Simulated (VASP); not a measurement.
# GaP (CsCl type) (Pm-3m) in VASP: further runs, part 2 of 2

VASP 6.6.1. The steps go on from the part before.

**3. Relaxation of cell and atoms, PBE, target pressure 70 GPa, at which the enthalpy is minimised**

This run uses another cell than the first one, of 11.61 Å³/atom, 1.031 times its volume.

File INCAR:

```
PREC = Accurate
ENCUT = 600
EDIFF = 1E-7
ISMEAR = -1
SIGMA = 0.1
LREAL = F
LASPH = T
NELM = 80
ALGO = Normal
ISIF = 3
LWAVE = F
LCHARG = F
GGA = PE
IBRION = 2
NSW = 60
EDIFFG = -0.005
PSTRESS = 700.0
```

File KPOINTS:

```
regular mesh
0
Gamma
  16 16 16
```

File POSCAR:

```
GaP
1.0
    2.8525160834      0.0000000000      0.0000000000
    0.0000000000      2.8525160834      0.0000000000
    0.0000000000      0.0000000000      2.8525160834
Ga P
1 1
Direct
    0.0000000000      0.0000000000      0.0000000000
    0.5000000000      0.5000000000      0.5000000000
```

Potentials or basis: VASP PAW PBE potentials, release 64 (Ga_d, P).

The run is started by

```sh
cat potpaw_PBE.64/Ga_d/POTCAR potpaw_PBE.64/P/POTCAR > POTCAR
mpirun -np 1 vasp_std > vasp.out
```

OUTCAR:

```text
PREC = Accurate
   ENCUT = 600
   EDIFF = 1E-7
   ISMEAR = -1
   LREAL = F
   LASPH = T
   NELM = 80
   ISIF = 3
   GGA = PE
   IBRION = 2
   NSW = 60
   EDIFFG = -0.005
   PSTRESS = 700.0

 ion  position               nearest neighbor table
   1  0.000  0.000  0.000-   2 2.47   2 2.47   2 2.47   2 2.47   2 2.47   2 2.47   2 2.47   2 2.47

   2  0.500  0.500  0.500-   1 2.47   1 2.47   1 2.47   1 2.47   1 2.47   1 2.47   1 2.47   1 2.47

  LATTYP: Found a simple cubic cell.
 ALAT       =     2.8525160834

  Lattice vectors:

 A1 = (   2.8525160834,   0.0000000000,   0.0000000000)
 A2 = (   0.0000000000,   2.8525160834,   0.0000000000)
 A3 = (   0.0000000000,   0.0000000000,   2.8525160834)

Analysis of symmetry for initial positions (statically):
=====================================================================
 Subroutine PRICEL returns:
 Original cell was already a primitive cell.

 Routine SETGRP: Setting up the symmetry group for a
 simple cubic supercell.

 Subroutine GETGRP returns: Found 48 space group operations
[... 9 lines left out ...]

 Routine SETGRP: Setting up the symmetry group for a
 simple cubic supercell.

 Subroutine GETGRP returns: Found 48 space group operations
[... 160 lines left out ...]
  Total        8.7176587      8.7176587      8.7176587      0.0000000      0.0000000      0.0000000
  in kB      601.7639123    601.7639123    601.7639123      0.0000000      0.0000000      0.0000000
  external PRESSURE =     -98.2360877 kB  Pullay stress =     700.0000000 kB
[... 101 lines left out ...]
--------------------------------------- Ionic step        4  -------------------------------------------

 number of electron      17.9999994 magnetization

 Free energy of the ion-electron system (eV)
  ---------------------------------------------------
  ext. energy  EPLUGINS =         0.00000000
  ---------------------------------------------------
  free energy    TOTEN  =        -6.00977775 eV

  energy without entropy =       -5.98748517  energy(sigma->0) =       -5.99863146

 E-fermi :  12.5744     XC(G=0): -13.2409

 val. band max:       12.5718844932   @ k =   0.3750   0.3125   0.2500
 cond. band min:      12.5755076813   @ k =   0.4375   0.2500   0.1875
 fundamental gap:      0.0036231880
 Fermi energy:        12.5744415750

 k-point     1 :       0.0000    0.0000    0.0000
  band No.  band energies     occupation
      1      -5.1157      2.00000
      2      -3.0758      2.00000
      3      -3.0758      2.00000
      4      -2.6455      2.00000
      5      -2.6455      2.00000
      6      -2.6455      2.00000
      7      11.3409      1.99999
      8      11.3409      1.99999
      9      11.3409      1.99999
     10      15.1322      0.00000
     11      16.0511      0.00000
     12      16.0511      0.00000
     13      28.2211      0.00000
[... 354 lines left out ...]
  band No.  band energies     occupation
      1      -3.0094      2.00000
      2      -2.9866      2.00000
      3      -2.8737      2.00000
      4      -2.8242      2.00000
      5      -2.6476      2.00000
      6      -0.9689      2.00000
      7       1.2253      2.00000
      8      12.2793      1.90062
      9      14.8026      0.00000
     10      14.9733      0.00000
     11      18.2533      0.00000
     12      18.6403      0.00000
     13      21.0370      0.00000

 [... further k-points ...]
[... 5 lines left out ...]
  --------------------------------------------------------------------------------------
  -------------------------------------------------------------------------------------
  Total        9.8457379      9.8457379      9.8457379      0.0000000     -0.0000000      0.0000000
  in kB      700.5387924    700.5387924    700.5387924      0.0000000     -0.0000000      0.0000000
  external PRESSURE =       0.5387924 kB  Pullay stress =     700.0000000 kB
[... 21 lines left out ...]
  energy  without entropy=       -5.9874851673  energy(sigma->0) =       -5.99863146

  enthalpy is  TOTEN    =         3.8283877068 eV   P V=        9.8381654537

 reached required accuracy - stopping structural energy minimisation
```

OSZICAR:

```text
N       E                     dE             d eps       ncg     rms          rms(c)
DAV:   1     0.788468833504E+02    0.78847E+02   -0.10263E+04  4705   0.261E+03
DAV:   2    -0.179676030970E+01   -0.80644E+02   -0.77208E+02  4590   0.354E+02
DAV:   3    -0.636386191544E+01   -0.45671E+01   -0.44575E+01  5065   0.689E+01
[... 36 lines left out ...]
DAV:   1    -0.600986124123E+01    0.74771E-02   -0.10972E-03  4925   0.960E-01    0.565E-02
DAV:   2    -0.600979612310E+01    0.65118E-04   -0.10842E-04  5405   0.403E-01    0.258E-02
DAV:   3    -0.600977917329E+01    0.16950E-04   -0.14955E-05  5160   0.142E-01    0.561E-03
DAV:   4    -0.600977776492E+01    0.14084E-05   -0.19498E-06  5400   0.228E-02    0.150E-03
DAV:   5    -0.600977774683E+01    0.18089E-07   -0.55022E-08  2660   0.383E-03
   4 F= 0.38283877E+01 E0= 0.38395340E+01  d E =-.217698E-01
```

CONTCAR:

```text
GaP
   1.00000000000000
     2.8238538867230218    0.0000000000000000    0.0000000000000000
     0.0000000000000000    2.8238538867230218    0.0000000000000000
     0.0000000000000000    0.0000000000000000    2.8238538867230218
  Ga              P
     1     1
Direct
     0.0000000000000000    0.0000000000000000    0.0000000000000000
     0.5000000000000000    0.5000000000000000    0.5000000000000000

  0.00000000E+00  0.00000000E+00  0.00000000E+00
  0.00000000E+00  0.00000000E+00  0.00000000E+00
```

Run time: 60 s. Hardware: 1 thread of AMD EPYC 9R45 (Zen 5), shared host; peak memory 0.16 GiB.

Results:

```
Free energy                                            : -6.0098 eV
Relaxed volume                                         : 11.26 Å³/atom
Relaxed cell                                           : a = 2.824 Å, b = 2.824 Å, c = 2.824 Å, α = 90.00°, β = 90.00°, γ = 90.00°
Space group after relaxing (to 0.05 Å)                 : Pm-3m (No. 221)
Energy change on relaxing (the enthalpy is what falls) : +140.4 meV/atom
Ionic steps                                            : 4
Pressure after relaxing                                : 70.1 GPa
Band gap on the k mesh                                 : zero (band 9 reaches 14.80 eV, above the bottom of band 10 at 9.61 eV)
```

The path:
```tsv
step	energy change (eV)	largest force (eV/Å)	pressure (GPa)	volume (Å³)
1	0.0000	0.0000	60.18	23.21
2	1.1248	0.0000	98.88	20.90
3	0.2733	0.0000	69.72	22.54
4	0.2809	0.0000	70.05	22.52
```

Final structure:
```
CELL_PARAMETERS angstrom
2.82385 0.00000 0.00000
0.00000 2.82385 0.00000
0.00000 0.00000 2.82385
ATOMIC_POSITIONS crystal
Ga 0.00000 0.00000 0.00000
P 0.50000 0.50000 0.50000
```

Caveat: the cell is relaxed towards a set pressure, so the enthalpy falls and the energy may rise.

**4. Relaxation of cell and atoms, PBE, target pressure 70 GPa, at which the enthalpy is minimised**

File INCAR:

```
PREC     = Accurate       # precision mode
ENCUT    = 500            # plane-wave cutoff, eV
EDIFF    = 1E-7           # SCF threshold, eV
ISMEAR   = -1             # smearing method
SIGMA    = 0.1            # smearing width, eV
LREAL    = F              # projectors in reciprocal space
LASPH    = T              # aspherical terms in the spheres
NELM     = 120            # most SCF steps
ALGO     = Normal         # electronic algorithm
ISIF     = 3              # what is computed and relaxed
LWAVE    = F              # write WAVECAR
LCHARG   = F              # write CHGCAR
GGA      = PE             # functional
IBRION   = 2              # ionic algorithm
NSW      = 32             # ionic steps
EDIFFG   = -0.005         # ionic threshold
PSTRESS  = 700.0        
GGA_COMPAT= F            
NELMIN   = 4
```

KPOINTS is that of step 3.

File POSCAR:

```
GaP
1.0
    2.8234357211      0.0000000000      0.0000000000
    0.0000000000      2.8234357211      0.0000000000
    0.0000000000      0.0000000000      2.8234357211
Ga P
1 1
Direct
    0.0000000000      0.0000000000      0.0000000000
    0.5000000000      0.5000000000      0.5000000000
```

Potentials or basis: VASP PAW PBE potentials, release 64 (Ga_d, P).

The run is started by

```sh
cat potpaw_PBE.64/Ga_d/POTCAR potpaw_PBE.64/P/POTCAR > POTCAR
mpirun -np 1 vasp_std > vasp.out
```

OUTCAR:

```text
PREC = Accurate
   ENCUT = 500
   EDIFF = 1E-7
   ISMEAR = -1
   LREAL = F
   LASPH = T
   NELM = 120
   ISIF = 3
   GGA = PE
   IBRION = 2
   NSW = 32
   EDIFFG = -0.005
   PSTRESS = 700.0
   NELMIN = 4

 ion  position               nearest neighbor table
   1  0.000  0.000  0.000-   2 2.45   2 2.45   2 2.45   2 2.45   2 2.45   2 2.45   2 2.45   2 2.45

   2  0.500  0.500  0.500-   1 2.45   1 2.45   1 2.45   1 2.45   1 2.45   1 2.45   1 2.45   1 2.45

  LATTYP: Found a simple cubic cell.
 ALAT       =     2.8234357211

  Lattice vectors:

 A1 = (   2.8234357211,   0.0000000000,   0.0000000000)
 A2 = (   0.0000000000,   2.8234357211,   0.0000000000)
 A3 = (   0.0000000000,   0.0000000000,   2.8234357211)

Analysis of symmetry for initial positions (statically):
=====================================================================
 Subroutine PRICEL returns:
 Original cell was already a primitive cell.

 Routine SETGRP: Setting up the symmetry group for a
 simple cubic supercell.

 Subroutine GETGRP returns: Found 48 space group operations
[... 9 lines left out ...]

 Routine SETGRP: Setting up the symmetry group for a
 simple cubic supercell.

 Subroutine GETGRP returns: Found 48 space group operations
[... 11 lines left out ...]
                                     Primitive cell

  volume of cell :      22.5078

  direct lattice vectors                    reciprocal lattice vectors
[... 144 lines left out ...]
  Total        9.8540942      9.8540942      9.8540942      0.0000000     -0.0000000      0.0000000
  in kB      701.4449227    701.4449227    701.4449227      0.0000000     -0.0000000      0.0000000
  external PRESSURE =       1.4449227 kB  Pullay stress =     700.0000000 kB
[... 139 lines left out ...]
--------------------------------------- Ionic step        5  -------------------------------------------

 number of electron      17.9999994 magnetization

 Free energy of the ion-electron system (eV)
  ---------------------------------------------------
  ext. energy  EPLUGINS =         0.00000000
  ---------------------------------------------------
  free energy    TOTEN  =        -6.01021512 eV

  energy without entropy =       -5.98792138  energy(sigma->0) =       -5.99906825

 E-fermi :  12.5734     XC(G=0): -13.2405

 val. band max:       12.5707947572   @ k =   0.3750   0.3125   0.2500
 cond. band min:      12.5744366374   @ k =   0.4375   0.2500   0.1875
 fundamental gap:      0.0036418801
 Fermi energy:        12.5733559558

 k-point     1 :       0.0000    0.0000    0.0000
  band No.  band energies     occupation
      1      -5.1159      2.00000
      2      -3.0761      2.00000
      3      -3.0761      2.00000
      4      -2.6458      2.00000
      5      -2.6458      2.00000
      6      -2.6458      2.00000
      7      11.3399      1.99999
      8      11.3399      1.99999
      9      11.3399      1.99999
     10      15.1299      0.00000
     11      16.0504      0.00000
     12      16.0504      0.00000
     13      28.2186      0.00000
[... 354 lines left out ...]
  band No.  band energies     occupation
      1      -3.0097      2.00000
      2      -2.9869      2.00000
      3      -2.8740      2.00000
      4      -2.8245      2.00000
      5      -2.6479      2.00000
      6      -0.9695      2.00000
      7       1.2249      2.00000
      8      12.2782      1.90065
      9      14.8013      0.00000
     10      14.9721      0.00000
     11      18.2522      0.00000
     12      18.6391      0.00000
     13      21.0355      0.00000

 [... further k-points ...]
[... 5 lines left out ...]
  --------------------------------------------------------------------------------------
  -------------------------------------------------------------------------------------
  Total        9.8373760      9.8373760      9.8373760      0.0000000      0.0000000      0.0000000
  in kB      699.8855553    699.8855553    699.8855553      0.0000000      0.0000000      0.0000000
  external PRESSURE =      -0.1144447 kB  Pullay stress =     700.0000000 kB
[... 21 lines left out ...]
  energy  without entropy=       -5.9879213849  energy(sigma->0) =       -5.99906825

  enthalpy is  TOTEN    =         3.8287694869 eV   P V=        9.8389846033

 reached required accuracy - stopping structural energy minimisation
```

OSZICAR:

```text
N       E                     dE             d eps       ncg     rms          rms(c)
DAV:   1     0.693085348428E+02    0.69309E+02   -0.92242E+03  4708   0.238E+03
[... 34 lines left out ...]
DAV:   5    -0.601136213958E+01    0.44169E-07   -0.18786E-08  2265   0.209E-03
   4 F= 0.38287704E+01 E0= 0.38399184E+01  d E =-.272720E-05
       N       E                     dE             d eps       ncg     rms          rms(c)
DAV:   1    -0.601021692096E+01    0.11453E-02   -0.24658E-05  4940   0.143E-01    0.853E-03
DAV:   2    -0.601021544819E+01    0.14728E-05   -0.24842E-06  5390   0.603E-02    0.389E-03
DAV:   3    -0.601021511257E+01    0.33563E-06   -0.33542E-07  4069   0.213E-02    0.853E-04
DAV:   4    -0.601021511645E+01   -0.38790E-08   -0.40958E-08  2455   0.340E-03
   5 F= 0.38287695E+01 E0= 0.38399164E+01  d E =-.367805E-05
```

Wall time 1.7 min (1 thread of Intel Xeon 8259CL, shared host); peak memory 0.18 GiB.

Results:

```
Free energy                                            : -6.0102 eV
Relaxed volume                                         : 11.26 Å³/atom
Relaxed cell                                           : a = 2.824 Å, b = 2.824 Å, c = 2.824 Å, α = 90.00°, β = 90.00°, γ = 90.00°
Space group after relaxing (to 0.05 Å)                 : Pm-3m (No. 221)
Energy change on relaxing (the enthalpy is what falls) : -2.6 meV/atom
Ionic steps                                            : 5
Pressure after relaxing                                : 70.0 GPa
Band gap on the k mesh                                 : zero (band 9 reaches 14.80 eV, above the bottom of band 10 at 9.61 eV)
```

Step by step:
| step | energy change (eV) | largest force (eV/Å) | pressure (GPa) | volume (Å³) |
| --- | --- | --- | --- | --- |
| 1 | 0.0000 | 0.0000 | 70.14 | 22.51 |
| 2 | -0.0144 | 0.0000 | 69.64 | 22.54 |
| 3 | -0.0040 | 0.0000 | 70.10 | 22.52 |
| 4 | -0.0063 | 0.0000 | 69.90 | 22.52 |
| 5 | -0.0052 | 0.0000 | 69.99 | 22.52 |

Final structure:
```cif
data_structure
_symmetry_space_group_name_H-M 'P 1'
_symmetry_Int_Tables_number 1
_cell_length_a 2.8239
_cell_length_b 2.8239
_cell_length_c 2.8239
_cell_angle_alpha 90.000
_cell_angle_beta 90.000
_cell_angle_gamma 90.000
_cell_volume 22.52
loop_
_atom_site_label
_atom_site_type_symbol
_atom_site_fract_x
_atom_site_fract_y
_atom_site_fract_z
_atom_site_occupancy
Ga1 Ga 0.00000 0.00000 0.00000 1
P1 P 0.50000 0.50000 0.50000 1
```

Caveat: the cell is relaxed towards a set pressure, so the enthalpy falls and the energy may rise.

**5. The runs side by side**

```csv
task,cell,cutoff (eV),gap on the mesh (eV),pressure (GPa)
single point,"a = 2.823 Å, 2 atoms",520,none,70.1
relaxation of cell and atoms,"relaxed to 70 GPa from a = 2.853 Å, 2 atoms",600,none,70.1
relaxation of cell and atoms,"relaxed to 70 GPa from a = 2.823 Å, 2 atoms",500,none,70.0
```

Alike in all rows: level PBE; potentials or basis VASP PAW PBE potentials, release 64 (Ga_d, P); no spin polarisation; k mesh 16 × 16 × 16; smearing fermi-dirac 0.1 eV.

Caveats: the cell is relaxed towards a set pressure, so the enthalpy falls and the energy may rise (some runs).

Absolute energies hang on the potentials; compare differences alone.
